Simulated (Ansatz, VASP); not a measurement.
# LiBr in VASP and in Ansatz

```
Li Br
1.0
     0.00000    2.70613    2.70613
     2.70613    0.00000    2.70613
     2.70613    2.70613    0.00000
Li Br
1 1
Direct
  0.00000 0.00000 0.00000
  0.50000 0.50000 0.50000
```

Alike in both runs: functional PBEsol; k mesh 16 × 16 × 16; occupations fermi-dirac, width 0.1 eV; no spin polarisation.

Ansatz relaxed the structure, and its values are those at the end. VASP's run is a single point on that final structure, the one shown.

|  | VASP | Ansatz |
| --- | --- | --- |
| version | VASP 6.6.1 | Ansatz 0.2.0 |
| potentials or method | VASP PAW PBE potentials, release 64 (Li_sv, Br) | PAW with Ansatz's default frozen-core files, scalar-relativistic |
| plane-wave cutoff (eV) | 750 | 420 |
| valence electrons in the cell | 10 | 10 |

```csv
,VASP,Ansatz,Ansatz less VASP
pressure (GPa),0.0,0.0,+0.02
```

VASP's potentials were made for PBE, not for PBEsol.
